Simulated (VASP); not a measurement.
Here is a VASP 6.6.1 calculation.

Contents of INCAR:

```
SYSTEM = TiB4
ALGO = Normal
EDIFF = 1E-6
EDIFFG = -0.04
ENCUT = 600
GGA = PE
IBRION = 2
ISIF = 3
ISMEAR = 0
LASPH = .True.
LCHARG = .False.
LREAL = .False.
LWAVE = .False.
NELM = 80
NSW = 90
PREC = Accurate
SIGMA = 0.1
```

Contents of KPOINTS:

```
k-points
0
Gamma
  6 6 6
  0 0 0
```

File POSCAR:

```
TiB4
1.0
    3.5842289600      0.0000000000      0.0000000000
    0.0000000000      3.5842289600      0.0000000000
    0.0000000000      0.0000000000      3.4038658500
Ti B
1 4
Direct
    0.0000000000      0.0000000000      0.5000000000
    0.2410571200      0.5000000000      0.0000000000
    0.7589428800      0.5000000000      0.0000000000
    0.5000000000      0.2410571200      0.0000000000
    0.5000000000      0.7589428800      0.0000000000
```

Potentials or basis: VASP PAW PBE potentials, release 64 (Ti_sv, B).

Command:

```bash
$ cat potpaw_PBE.64/Ti_sv/POTCAR potpaw_PBE.64/B/POTCAR > POTCAR
$ mpirun -np 1 vasp_std > vasp.out
```

Question: Estimate the relaxed cell.

Answer: a = 4.018 Å, b = 4.018 Å, c = 2.641 Å, α = 90.00°, β = 90.00°, γ = 90.00°.

Question: Predict the band gap on the k mesh.

Answer: Zero (band 12 reaches 9.17 eV, above the bottom of band 13 at 6.83 eV).

Final structure:
```
Ti B
1.0
     4.01802    0.00000    0.00000
     0.00000    4.01802    0.00000
     0.00000    0.00000    2.64128
Ti B
1 4
Direct
  0.00000 0.00000 0.50000
  0.20116 0.50000 0.00000
  0.79884 0.50000 0.00000
  0.50000 0.20116 0.00000
  0.50000 0.79884 0.00000
```
